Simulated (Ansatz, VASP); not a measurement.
**One calculation of V, two programs**

INCAR

```
SYSTEM = V
ALGO = Normal ; EDIFF = 1E-7
ENCUT = 520 ; GGA = PS
ISIF = 2 ; ISMEAR = -1
LASPH = .True. ; LCHARG = .False.
LREAL = .False. ; LWAVE = .False.
NBANDS = 20 ; NELM = 100
PREC = Accurate ; SIGMA = 0.05
```

File KPOINTS:

```
k-points
0
Gamma
  16 16 9
  0 0 0
```

POSCAR

```
V
1.0
    2.5746073786      0.0000000000      0.0000000000
   -1.2873036892      2.2296753946      0.0000000000
    0.0000000000      0.0000000000      4.6387227447
V
2
Direct
    0.3333333333      0.6666666667      0.2500000000
    0.6666666667      0.3333333333      0.7500000000
```

Input for Ansatz:

```yaml
crystal:
  lattice:
    - [2.5746073786, 0.0, 0.0]
    - [-1.2873036892, 2.2296753946, 0.0]
    - [0.0, 0.0, 4.6387227447]
  atoms:
    - { symbol: V, position: [0.3333333333, 0.6666666667, 0.25] }
    - { symbol: V, position: [0.6666666667, 0.3333333333, 0.75] }
kpoints:
  mp_grid: { grid: [16, 16, 9] }
  band_path:
    path:
      - [0.0, 0.0, 0.0]
      - [0.5, 0.0, 0.0]
      - [0.3333333333, 0.3333333333, 0.0]
      - [0.0, 0.0, 0.0]
      - [0.0, 0.0, 0.5]
      - [0.5, 0.0, 0.5]
      - [0.3333333333, 0.3333333333, 0.5]
      - [0.0, 0.0, 0.5]
      - [0.5, 0.0, 0.5]
    npoints: 8
scf:
  occupations: { method: fermi_dirac, width: 0.05 }
hamiltonian:
  xc: pbesol
  pseudopotentials: { kind: paw }
output:
  forces: true
  stress: true
  eigenvalues: true
  populations: true
  dos: { projected: true, de: 0.2, e_range: [-14, 8] }
```

Change from the starting cell: volume scaled by 1, PAW files.

Alike in both runs: task single point; functional PBEsol; k mesh 16 × 16 × 9; occupations fermi-dirac, width 0.05 eV; no spin polarisation.

|  | VASP | Ansatz |
| --- | --- | --- |
| version | VASP 6.6.1 | Ansatz 0.2.0 |
| potentials or method | VASP PAW PBE potentials, release 64 (V_sv) | PAW with Ansatz's default frozen-core files, scalar-relativistic |
| plane-wave cutoff (eV) | 520 | 420 |
| valence electrons in the cell | 26 | 26 |

```csv
,VASP,Ansatz,Ansatz less VASP
pressure (GPa),0.2,0.0,-0.20
"traceless stress, the component that is largest in VASP (GPa)",0.06,0.03,-0.033
```

VASP's potentials were made for PBE, not for PBEsol.
